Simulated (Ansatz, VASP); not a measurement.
TaN in VASP and in Ansatz

The input INCAR:

```
SYSTEM = TaN
PREC = Accurate ; ENCUT = 520
EDIFF = 1E-6 ; ISMEAR = 0
SIGMA = 0.15 ; LREAL = .FALSE.
LASPH = .TRUE. ; NELM = 60
ALGO = Normal ; ISIF = 2
LWAVE = .FALSE. ; LCHARG = .TRUE.
GGA = PS ; LELF = .TRUE.
LVHAR = .TRUE. ; NBANDS = 15
```

KPOINTS

```
Automatic mesh
0
G
  24 24 24
  0 0 0
```

Contents of POSCAR:

```
TaN
1.0
    0.0000000000      2.0237563526      2.1878447055
    2.1878447055      0.0000000000      2.1878447055
    2.1878447055      2.0237563526      0.0000000000
Ta N
1 1
Direct
    0.5000000000      0.5000000000      0.5000000000
    0.0000000000      0.0000000000      0.0000000000
```

Input for Ansatz:

```yaml
crystal:
  lattice:
    - [0.0, 2.0237563526, 2.1878447055]
    - [2.1878447055, 0.0, 2.1878447055]
    - [2.1878447055, 2.0237563526, 0.0]
  atoms:
    - { symbol: Ta, position: [0.5, 0.5, 0.5] }
    - { symbol: "N", position: [0.0, 0.0, 0.0] }
basis:
  ecutwfc: 420
kpoints:
  mp_grid: { grid: [24, 24, 24] }
hamiltonian:
  xc: pbesol
scf:
  occupations: { method: gaussian, width: 0.15 }
output:
  forces: true
  stress: true
  eigenvalues: true
  write_density: true
  write_potential: true
  elf: true
  volumetric_format: npy
```

Change from the starting cell: strain -0.0750 x Voigt [0, 1, 0, 0, 0, 0], atoms carried along.

Alike in both runs: task single point; functional PBEsol; k mesh 24 × 24 × 24; occupations gaussian, width 0.15 eV; no spin polarisation.

|  | VASP | Ansatz |
| --- | --- | --- |
| version | VASP 6.6.1 | Ansatz 0.2.0 |
| potentials or method | VASP PAW PBE potentials, release 64 (Ta_pv, N), cutoff 520 eV | scalar-relativistic, plane waves, PAW |
| valence electrons in the cell | 16 | 18 |

|  | VASP | Ansatz | Ansatz less VASP |
| --- | --- | --- | --- |
| gap on the k mesh at the Fermi level (eV) | none | none | - |
| pressure (GPa) | 41.3 | 39.7 | -1.64 |
| traceless stress, the component that is largest in VASP (GPa) | 53.41 | 52.81 | -0.598 |

VASP's potentials were made for PBE, not for PBEsol. A gap of «none» marks a metal or a gap that the smearing closes. Both programs put the cell under a high pressure, so it lies far from rest at this level. With one functional, cell and mesh, what is left measures potentials, basis and numerics. VASP's potentials hold 16 valence electrons a cell and Ansatz's 18, so a difference there can come from the potentials and not from the codes.

Neither program's run includes spin-orbit coupling.
